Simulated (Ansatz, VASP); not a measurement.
HgTe: VASP beside Ansatz

```xyz
2
Lattice="-3.0252 3.0252 1.5489 3.0252 -3.0252 1.5489 3.0252 3.0252 -1.5489" Properties=species:S:1:pos:R:3 pbc="T T T"
Hg    0.0000    3.0252    0.7745
Te    0.0000    0.0000    0.0000
```

Alike in both runs: task single point; functional LDA; k mesh 10 × 10 × 10; occupations fermi-dirac, width 0.05 eV; no spin polarisation.

|  | VASP | Ansatz |
| --- | --- | --- |
| version | VASP 6.6.1 | Ansatz 0.2.0 |
| potentials or method | VASP PAW LDA potentials, release 64 (Hg, Te) | Ansatz PAW |
| plane-wave cutoff (eV) | 520 | 420 |
| valence electrons in the cell | 18 | 36 |

```tsv
	VASP	Ansatz	Ansatz less VASP
gap on the k mesh at the Fermi level (eV)	none	none	-
pressure (GPa)	-4.0	-4.2	-0.21
traceless stress, the component that is largest in VASP (GPa)	2.94	2.90	-0.048
```

LDA's correlation is that of Perdew and Zunger in VASP and of Perdew and Wang (1992) in Ansatz. A gap of «none» marks a metal or a gap that the smearing closes. VASP's potentials hold 18 valence electrons a cell and Ansatz's 36, so a difference there can come from the potentials and not from the codes.

Spin-orbit coupling is off throughout.
